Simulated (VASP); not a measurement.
# Mo6CO in VASP: further runs

The runs below take Mo6CO through single point, with PBE.

All numbers are computed with VASP 6.6.1; they aren't measurements. Logs are shortened: lines on timing, memory, paths and dates and some standing lists are left out, and cuts for length are marked.

**1. The cell of the first run**

The cell holds a slab with vacuum, 8 atoms: a = 4.470 Å, b = 4.470 Å, c = 22.260 Å, α = 90.00°, β = 90.00°, γ = 120.00°.

**2. Single point, PBE**

Input file INCAR:

```
PREC = Accurate
ENCUT = 520
EDIFF = 1E-6
ISMEAR = 0
SIGMA = 0.1
LREAL = F
LASPH = T
NELM = 60
ALGO = Normal
ISIF = 2
LWAVE = F
LCHARG = F
LDIPOL = T
IDIPOL = 3
DIPOL = 0.5 0.5 0.341
GGA = PE
NBANDS = 57
```

Input file KPOINTS:

```
Automatic mesh
0
Gamma
  6 6 1
```

Input file POSCAR:

```
Mo6CO
1.0
    4.4695765303      0.0000000000      0.0000000000
   -2.2347882651      3.8707668194      0.0000000000
    0.0000000000      0.0000000000     22.2595667262
Mo C O
6 1 1
Direct
    0.6666666667      0.3333333333      0.1796980170
    0.3333333333      0.6666666667      0.2206848206
    0.0000000000      0.0000000000      0.2616716241
    0.6666666667      0.3333333333      0.2990464568
    0.3333333333      0.6666666667      0.3355219825
    0.0000000000      0.0000000000      0.3710569405
    0.1666666667      0.3333333333      0.5134676190
    0.2726203322      0.5452406645      0.5503166680
```

Potentials or basis: VASP PAW PBE potentials, release 64 (Mo_sv, C, O).

Command:

```sh
cat potpaw_PBE.64/Mo_sv/POTCAR potpaw_PBE.64/C/POTCAR potpaw_PBE.64/O/POTCAR > POTCAR
mpirun -np 1 vasp_std > vasp.out
```

OUTCAR:

```text
PREC = Accurate
   ENCUT = 520
   EDIFF = 1E-6
   ISMEAR = 0
   LREAL = F
   LASPH = T
   NELM = 60
   ISIF = 2
   GGA = PE

 ion  position               nearest neighbor table
   1  0.667  0.333  0.180-   4 2.66   2 2.74   2 2.74   2 2.74   3 3.16   3 3.16   3 3.16
   2  0.333  0.667  0.221-   5 2.56   3 2.74   3 2.74   3 2.74   1 2.74   1 2.74   1 2.74   4 3.11
                             4 3.11   4 3.11
   3  0.000  0.000  0.262-   6 2.43   4 2.71   4 2.71   4 2.71   2 2.74   2 2.74   2 2.74   5 3.06
                             5 3.06   5 3.06   1 3.16   1 3.16   1 3.16
   4  0.667  0.333  0.299-   1 2.66   5 2.71   5 2.71   5 2.71   3 2.71   3 2.71   3 2.71   6 3.04
                             6 3.04   6 3.04   2 3.11   2 3.11   2 3.11
   5  0.333  0.667  0.336-   2 2.56   6 2.70   6 2.70   6 2.70   4 2.71   4 2.71   4 2.71   3 3.06
                             3 3.06   3 3.06
   6  0.000  0.000  0.371-   3 2.43   5 2.70   5 2.70   5 2.70   4 3.04   4 3.04   4 3.04
   7  0.167  0.333  0.513-   8 1.16
   8  0.273  0.545  0.550-   7 1.16

  LATTYP: Found a hexagonal cell.
 ALAT       =     4.4695765303
 C/A-ratio  =     4.9802406504

  Lattice vectors:

 A1 = (   4.4695765303,   0.0000000000,   0.0000000000)
 A2 = (  -2.2347882651,   3.8707668194,   0.0000000000)
 A3 = (   0.0000000000,   0.0000000000,  22.2595667262)

Analysis of symmetry for initial positions (statically):
=====================================================================
 Subroutine PRICEL returns:
 Original cell was already a primitive cell.

 Routine SETGRP: Setting up the symmetry group for a
 hexagonal supercell.

 Subroutine GETGRP returns: Found  2 space group operations
 (whereof  2 operations were pure point group operations)
 out of a pool of 24 trial point group operations.

The static configuration has the point symmetry C_1h.

Analysis of symmetry for dynamics (positions and initial velocities):
=====================================================================
 Subroutine PRICEL returns:
 Original cell was already a primitive cell.

 Routine SETGRP: Setting up the symmetry group for a
 hexagonal supercell.

 Subroutine GETGRP returns: Found  2 space group operations
 (whereof  2 operations were pure point group operations)
 out of a pool of 24 trial point group operations.

The dynamic configuration has the point symmetry C_1h.

 Subroutine INISYM returns: Found  2 space group operations
 (whereof  2 operations are pure point group operations),
 and found     1 'primitive' translations

----------------------------------------------------------------------------------------

                                     Primitive cell

  volume of cell :     385.1058

  direct lattice vectors                    reciprocal lattice vectors
     4.469576530  0.000000000  0.000000000     0.223734842  0.129173371  0.000000000
    -2.234788265  3.870766819  0.000000000     0.000000000  0.258346743  0.000000000
     0.000000000  0.000000000 22.259566726     0.000000000  0.000000000  0.044924504

  length of vectors
     4.469576530  4.469576530 22.259566726     0.258346743  0.258346743  0.044924504

  position of ions in fractional coordinates (direct lattice)
     0.666666667  0.333333333  0.179698017
     0.333333333  0.666666667  0.220684821
     0.000000000  0.000000000  0.261671624
     0.666666667  0.333333333  0.299046457
     0.333333333  0.666666667  0.335521982
     0.000000000  0.000000000  0.371056940
     0.166666667  0.333333333  0.513467619
     0.272620332  0.545240664  0.550316668

  ion indices of the primitive-cell ions
   primitive index   ion index
                 1           1
                 2           2
                 3           3
                 4           4
                 5           5
                 6           6
                 7           7
                 8           8

----------------------------------------------------------------------------------------

 KPOINTS: Automatic mesh

Automatic generation of k-mesh.
 Grid dimensions read from file:
 generate k-points for:    6    6    1

 Generating k-lattice:

  Cartesian coordinates                     Fractional coordinates (reciprocal lattice)
     0.037289140  0.021528895  0.000000000     0.166666667  0.000000000  0.000000000
     0.000000000  0.043057790  0.000000000     0.000000000  0.166666667  0.000000000
     0.000000000  0.000000000  0.044924504     0.000000000  0.000000000  1.000000000

  Length of vectors
     0.043057790  0.043057790  0.044924504

  Shift w.r.t. Gamma in fractional coordinates (k-lattice)
     0.000000000  0.000000000  0.000000000

 Subroutine IBZKPT returns following result:
 ===========================================

 Found     13 irreducible k-points:

 Following reciprocal coordinates:
            Coordinates               Weight
  0.000000  0.000000  0.000000      1.000000
  0.166667  0.000000  0.000000      4.000000
  0.000000  0.166667  0.000000      2.000000
  0.333333  0.000000  0.000000      4.000000
  0.000000  0.333333  0.000000      2.000000
  0.500000  0.000000  0.000000      2.000000
  0.000000  0.500000  0.000000      1.000000
  0.166667  0.166667  0.000000      4.000000
 -0.333333  0.166667  0.000000      2.000000
  0.333333  0.166667  0.000000      4.000000
 -0.166667  0.500000  0.000000      4.000000
  0.500000  0.333333  0.000000      4.000000
  0.333333  0.333333  0.000000      2.000000
   k-points           NKPTS =     13   k-points in BZ     NKDIM =     13   number of bands    NBANDS=     57
   number of dos      NEDOS =    301   number of ions     NIONS =      8
   total plane-waves  NPLWV = 217728
   dimension x,y,z NGX =    36 NGY =   36 NGZ =  168
   dimension x,y,z NGXF=    72 NGYF=   72 NGZF=  336
   ions per type =               6   1   1
   NGX,Y,Z   is equivalent  to a cutoff of  13.39, 13.39, 12.55 a.u.
   NGXF,Y,Z  is equivalent  to a cutoff of  26.78, 26.78, 25.09 a.u.
 SYSTEM =  unknown system
   PREC   = accura    normal or accurate (medium, high low for compatibility)
   ISTART =      0    job   : 0-new  1-cont  2-samecut
   ICHARG =      2    charge: 1-file 2-atom 10-const
   ISPIN  =      1    spin polarized calculation?
   LNONCOLLINEAR =      F non collinear calculations
   LSORBIT =      F    spin-orbit coupling
   LASPH  =      T    aspherical Exc in radial PAW
   ENCUT  =  520.0 eV  38.22 Ry    6.18 a.u.   8.31  8.31 41.39*2*pi/ulx,y,z
   NELM   =     60;   NELMIN=  2; NELMDL= -5     # of ELM steps
   EDIFF  = 0.1E-05   stopping-criterion for ELM
   LREAL  =      F    real-space projection
   EDIFFG = 0.1E-04   stopping-criterion for IOM
   NSW    =      0    number of steps for IOM
   IBRION =     -1    ionic relax: 0-MD 1-quasi-New 2-CG
   NFREE  =      0    steps in history (QN), initial steepest desc. (CG)
   ISIF   =      2    stress and relaxation
   ISYM   =      2    0-nonsym 1-usesym 2-fastsym
   POTIM  = 0.5000    time-step for ionic-motion
   TEBEG  =    0.0;   TEEND  =   0.0 temperature during run
   PSTRESS=    0.0 pullay stress
   NELECT =      94.0000    total number of electrons
   NUPDOWN=      -1.0000    fix difference up-down
   EMIN   =  10.00;   EMAX   =-10.00  energy-range for DOS
   EFERMI =   0.00;   METHOD = LEGACY
   ISMEAR =     0;   SIGMA  =   0.10  broadening in eV -4-tet -1-fermi 0-gaus
   EFERMI_NEDOS =   21; number of points for ismear=-14 and -15
   IALGO  =     38    algorithm
   IMIX   =      4    mixing-type and parameters
     AMIX     =   0.40;   BMIX     =  1.00
     AMIX_MAG =   1.60;   BMIX_MAG =  1.00
  volume/ion in A,a.u.               =      48.14       324.85
  Fermi-wavevector in a.u.,A,eV,Ry     =   1.023114  1.933405 14.242069  1.046763
  Thomas-Fermi vector in A             =   2.156830
   LORBIT       =      0    0 simple, 1 ext, 2 COOP (PROOUT), +10 PAW based schemes
   GGA     = PE    functional components
   LHFCALC =     F    Hartree Fock is set to
   AEXX    =    0.0000 exact exchange contribution
   IVDW    =     0    specifies the selected vdW correction
   LEPSILON=     F    determine dielectric tensor
   LRPA    =     F    only Hartree local field effects (RPA)
 non-spin polarized calculation
 Gauss-broadening in eV      SIGMA  =   0.10
  energy-cutoff  :      520.00
  volume of cell :      385.11
 maximum number of plane-waves:     10413
 NGX is ok and might be reduce to    36
   NGX = 17   NGY = 17   NGZ = 83

 dipolmoment           0.000000      0.000000     -0.012371 electrons x Angstroem

 number of electron      94.0000005 magnetization

 dipolmoment           0.000000      0.000000      0.044112 electrons x Angstroem

 Free energy of the ion-electron system (eV)
  ---------------------------------------------------
  ext. energy  EPLUGINS =         0.00000000
  ---------------------------------------------------
  free energy    TOTEN  =       -73.64455249 eV

  energy without entropy =      -73.59213686  energy(sigma->0) =      -73.61834467

 E-fermi :   0.6356     XC(G=0):  -5.0367

 val. band max:        0.6271951284   @ k =  -0.3333   0.1667   0.0000
 cond. band min:       0.6368489908   @ k =   0.3333   0.0000   0.0000
 fundamental gap:      0.0096538624
 Fermi energy:         0.6355966774

 k-point     1 :       0.0000    0.0000    0.0000
  band No.  band energies     occupation
      1     -60.5163      2.00000
      2     -60.2881      2.00000
      3     -60.2348      2.00000
      4     -60.2154      2.00000
      5     -60.0700      2.00000
      6     -60.0085      2.00000
[... 49 lines left out ...]
     56       2.4773      0.00000
     57       2.6433      0.00000

 k-point     2 :       0.1667    0.0000    0.0000
  band No.  band energies     occupation
      1     -60.4950      2.00000
      2     -60.2875      2.00000
      3     -60.2430      2.00000
      4     -60.2140      2.00000
      5     -60.0751      2.00000
      6     -60.0195      2.00000
[... 654 lines left out ...]
      1     -60.3536      2.00000
      2     -60.3390      2.00000
      3     -60.2999      2.00000
      4     -60.1812      2.00000
      5     -60.1002      2.00000
      6     -60.0639      2.00000
[... 49 lines left out ...]
     56       2.2152      0.00000
     57       2.2748      0.00000

------------------------ aborting loop because EDIFF is reached ----------------------------------------

 vacuum level on the upper side and lower side of the slab       (xc-potential included)         0.054        -0.397

  FORCE on cell =-STRESS in cart. coord.  units (eV):
  Direction    XX          YY          ZZ          XY          YZ          ZX
  --------------------------------------------------------------------------------------
  -------------------------------------------------------------------------------------
  Total       -5.4952034     -6.5147906     -3.3217403     -0.0000000     -1.2082270     -0.0000000
  in kB      -22.8620023    -27.1038476    -13.8196220     -0.0000000     -5.0266543     -0.0000000
  external PRESSURE =     -21.2618239 kB  Pullay stress =       0.0000000 kB

 VOLUME and BASIS-vectors are now :
 -----------------------------------------------------------------------------
  energy-cutoff  :      520.00
  volume of cell :      385.11
      direct lattice vectors                 reciprocal lattice vectors
     4.469576530  0.000000000  0.000000000     0.223734842  0.129173371  0.000000000
    -2.234788265  3.870766819  0.000000000     0.000000000  0.258346743  0.000000000
     0.000000000  0.000000000 22.259566726     0.000000000  0.000000000  0.044924504

 POSITION                                       TOTAL-FORCE (eV/Angst)
 -----------------------------------------------------------------------------------
      2.23479      1.29026      4.00000        -0.000000     -0.013496      1.427400
     -0.00000      2.58051      4.91235         0.000000      0.011856     -0.213931
      0.00000      0.00000      5.82470        -0.000000     -0.007381     -1.454776
      2.23479      1.29026      6.65664         0.000000      0.022534     -0.162380
     -0.00000      2.58051      7.46857         0.000000      0.022831      0.104355
      0.00000      0.00000      8.25957         0.000000      0.060942      0.528462
      0.00000      1.29026     11.42957         0.000000      0.972096      0.842611
     -0.00000      2.11050     12.24981        -0.000000     -1.069382     -1.071741
 -----------------------------------------------------------------------------------
    total drift:                                0.000002     -0.000198     -0.000295

  FREE ENERGIE OF THE ION-ELECTRON SYSTEM (eV)
  ---------------------------------------------------
  free  energy   TOTEN  =       -73.6445524926 eV

  energy  without entropy=      -73.5921368556  energy(sigma->0) =      -73.61834467

 vacuum level on the upper side and lower side of the slab         4.535         4.069
```

Wall time 8.9 min (1 thread of AMD EPYC 9R45 (Zen 5), shared host); peak memory 0.61 GiB.

What came out:

* Free energy: -73.6446 eV
* Largest force: 1.514 eV/Å
* Band gap on the k mesh: zero (bands 47 and 48 overlap by 0.04 eV)

Forces on the atoms (eV/Å):
```
Mo   0.000 -0.013  1.427
Mo   0.000  0.012 -0.214
Mo   0.000 -0.007 -1.455
Mo   0.000  0.023 -0.162
Mo   0.000  0.023  0.104
Mo   0.000  0.061  0.528
C    0.000  0.972  0.843
O    0.000 -1.069 -1.072
```

**3. Single point, PBE**

Input file INCAR:

```
SYSTEM = Mo6CO
ALGO = Normal
DIPOL = 0.5 0.5 0.329
EDIFF = 1E-6
ENCUT = 520
GGA = PE
IDIPOL = 3
ISIF = 2
ISMEAR = 0
LASPH = .TRUE.
LCHARG = .FALSE.
LDIPOL = .TRUE.
LREAL = .FALSE.
LWAVE = .FALSE.
NBANDS = 57
NELM = 60
PREC = Accurate
SIGMA = 0.1
```

Input file KPOINTS:

```
k-points
0
G
  6 6 1
  0 0 0
```

Edit POSCAR of step 2 so:

```diff
@@ -14,3 +14,3 @@
     0.0000000000      0.0000000000      0.3710569405
-    0.1666666667      0.3333333333      0.5134676190
-    0.2726203322      0.5452406645      0.5503166680
+    0.1666666667      0.3333333333      0.4752817904
+    0.3114020655      0.6228041309      0.4887694784
```

Potentials or basis: VASP PAW PBE potentials, release 64 (Mo_sv, C, O).

Command:

```sh
cat potpaw_PBE.64/Mo_sv/POTCAR potpaw_PBE.64/C/POTCAR potpaw_PBE.64/O/POTCAR > POTCAR
mpirun -np 1 vasp_std > vasp.out
```

It took 9.6 min on 1 thread of AMD EPYC 9R45 (Zen 5), shared host; peak memory 0.59 GiB.

It converged, with:

```yaml
Free_energy: -73.8065 eV
Largest_force: 1.927 eV/Å
Band_gap_on_the_k_mesh: zero (filled and empty bands overlap)
```

Forces in eV/Å, atoms in the order of the input:
```
Mo   0.000 -0.025  1.424
Mo   0.000 -0.006 -0.002
Mo   0.000  0.016 -1.927
Mo   0.000  0.060 -0.376
Mo   0.000 -0.034  0.170
Mo   0.000  0.154  1.149
C    0.000  0.388 -0.944
O    0.000 -0.553  0.507
```

Levels at points of the mesh, in eV from the Fermi level:
```tsv
k point	band 43	band 44	band 45	band 46	band 47	band 48	band 49	band 50	band 51	band 52
(0.00, 0.00, 0.00)	-1.26	-1.26	-1.23	-1.23	-0.82	0.18	0.60	0.80	1.17	1.18
(0.50, 0.00, 0.00)	-1.45	-1.26	-0.70	-0.26	-0.04	0.03	0.18	0.55	1.17	1.23
(0.00, 0.50, 0.00)	-1.44	-1.19	-0.61	-0.36	0.02	0.04	0.13	0.62	1.24	1.34
```

The gap in the log of VASP goes by the Fermi energy; the results here count the filled bands.